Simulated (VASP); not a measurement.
Wanted: the native input for a VASP 6.6.1 run.

| Item | Value |
| --- | --- |
| Task | single point |
| Functional | PBE |
| Potentials or basis | VASP PAW PBE potentials, release 64 (Hf_pv, O) |
| Cutoff | 520 eV |
| k mesh | 6 × 6 × 4 |
| Occupations | gaussian, width 0.01 eV |
| Spin | no spin polarisation |
| Dipole correction | no |
| Further INCAR settings | ALGO = Normal; EDIFF = 1e-07; NBANDS = 31 |

The structure of HfO2 lies in POSCAR:

```
HfO2
1.0
    3.5580200000      0.0000000000      0.0000000000
    0.0000000000      3.5580200000      0.0000000000
    0.0000000000      0.0000000000      5.1718600000
Hf O
2 4
Direct
    0.5000000000      0.5000000000      0.5000000000
    0.0000000000      0.0000000000      0.0000000000
    0.0000000000      0.5000000000      0.6972100000
    0.5000000000      0.0000000000      0.8027900000
    0.5000000000      0.0000000000      0.3027900000
    0.0000000000      0.5000000000      0.1972100000
```

The input as run:

INCAR

```
SYSTEM = HfO2
  ALGO = Normal
  EDIFF = 1E-7
  ENCUT = 520
  GGA = PE
  ISIF = 2
  ISMEAR = 0
  LASPH = .TRUE.
  LCHARG = .TRUE.
  LELF = .TRUE.
  LREAL = .FALSE.
  LVHAR = .TRUE.
  LWAVE = .FALSE.
  NBANDS = 31
  NELM = 100
  PREC = Accurate
  SIGMA = 0.01
```

KPOINTS

```
k-points
0
G
  6 6 4
  0 0 0
```

Potentials or basis: VASP PAW PBE potentials, release 64 (Hf_pv, O).

Launch:

```console
$ cat potpaw_PBE.64/Hf_pv/POTCAR potpaw_PBE.64/O/POTCAR > POTCAR
$ mpirun -np 1 vasp_std > vasp.out
```

It gave:

```yaml
Pressure: 6.5 GPa
Largest_force: 0.099 eV/Å
Band_gap_on_the_k_mesh: 4.76 eV (least direct gap 4.83 eV)
```

Caveat: the cell stands under pressure; spin-orbit coupling is left out, which moves the levels of the heavy elements.

It took 110 s on 1 thread of AMD EPYC 7R13, with other jobs on the host, peak memory 0.18 GiB.
